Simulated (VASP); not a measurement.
Wanted: the native input for a VASP 6.6.1 run.

```
Task                   : single point
Functional             : PBE
Potentials or basis    : VASP PAW PBE potentials, release 64 (N)
Cutoff                 : 520 eV
k mesh                 : 1 × 1 × 1
Occupations            : fermi-dirac, width 0.02 eV
Spin                   : no spin polarisation
Dipole correction      : no
Further INCAR settings : ALGO = Normal; EDIFF = 1e-06; NBANDS = 12
```

The structure of N2 lies in POSCAR:

```
N
1.0
    9.0000000000      0.0000000000      0.0000000000
    0.0000000000      9.5000000000      0.0000000000
    0.0000000000      0.0000000000     10.0000000000
N
2
Direct
    0.5000000000      0.5000000000      0.4449211580
    0.5000000000      0.5000000000      0.5550788420
```

These files were run (other wordings do the same):

INCAR

```
PREC = Accurate ; ENCUT = 520
EDIFF = 1E-6 ; ISMEAR = -1
SIGMA = 0.02 ; LREAL = False
LASPH = True ; NELM = 60
ALGO = Normal ; ISIF = 2
LWAVE = False ; LCHARG = True
GGA = PE ; LELF = True
LVHAR = True ; NBANDS = 12
```

KPOINTS

```
regular mesh
0
Gamma
  1 1 1
```

Potentials or basis: VASP PAW PBE potentials, release 64 (N).

Command:

```bash
$ cat potpaw_PBE.64/N/POTCAR > POTCAR
$ mpirun -np 1 vasp_gam > vasp.out
```

Results of the run:

* Largest force: 1.835 eV/Å
* Gap between the frontier levels: 8.21 eV

Caveat: the standard files for N, O and F lose accuracy on very short bonds.

It took 100 s on 1 thread of Intel Xeon 8259CL (shared host), peak memory 0.73 GiB.
